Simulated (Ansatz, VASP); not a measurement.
# K: VASP beside Ansatz

```
K
1.0
    -4.08435    4.08435    4.08435
     4.08435   -4.08435    4.08435
     4.08435    4.08435   -4.08435
K
3
Direct
  0.00000 0.50000 0.50000
  0.50000 0.00000 0.50000
  0.50000 0.50000 0.00000
```

Alike in both runs: functional PBE; k mesh 4 × 4 × 4; occupations gaussian, width 0.1 eV; no spin polarisation.

Ansatz relaxed the structure, and its values are those at the end. VASP's run is a single point on that final structure, the one shown.

```csv
,VASP,Ansatz
version,VASP 6.6.1,Ansatz 0.2.0
potentials or method,"VASP PAW PBE potentials, release 64 (K_sv), cutoff 520 eV","scalar-relativistic, plane waves, PAW"
valence electrons in the cell,27,27
```

|  | VASP | Ansatz | Ansatz less VASP |
| --- | --- | --- | --- |
| gap on the k mesh at the Fermi level (eV) | none | none | - |
| pressure (GPa) | 0.1 | 0.1 | +0.01 |

A gap of «none» marks a metal or a gap that the smearing closes.
